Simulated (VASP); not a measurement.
Runs of VASP 6.6.1 on AlNi. The structure is that of space group P4/mmm (No. 123), or close to it. The cells are those of the table. 

```csv
cell,further INCAR settings,gap on the mesh (eV),pressure (GPa)
"a = 2.544, b = 2.544, c = 2.869 Å, 2 atoms",ALGO = Fast; EDIFF = 1e-07; NBANDS = 14,none,(a)
"a = 2.544, b = 2.649, c = 2.869 Å, 2 atoms",ALGO = Fast; EDIFF = 1e-07; NBANDS = 14,none,51.8
"a = 3.173, b = 3.173, c = 2.869 Å, 2 atoms",ALGO = Fast; EDIFF = 1e-06; NBANDS = 14,none,-22.2
"a = 2.544, b = 2.753, c = 2.869 Å, 2 atoms",ALGO = Fast; EDIFF = 1e-06; NBANDS = 14,none,38.7
```

Alike in all rows: task single point; level PBEsol; potentials or basis VASP PAW PBE potentials, release 64 (Al, Ni); no spin polarisation; k mesh 16 × 16 × 16; cutoff (eV) 520; smearing gaussian 0.15 eV.

Question: Estimate the missing entries.

Answer: (a) 68.0.

Caveats: the PAW data sets were made with another functional, which shifts forces and pressure a little; the cell stands under pressure (at least some runs); the cell stands under tension (at least some runs).

A gap of «none» marks levels without a gap at the run's occupations.
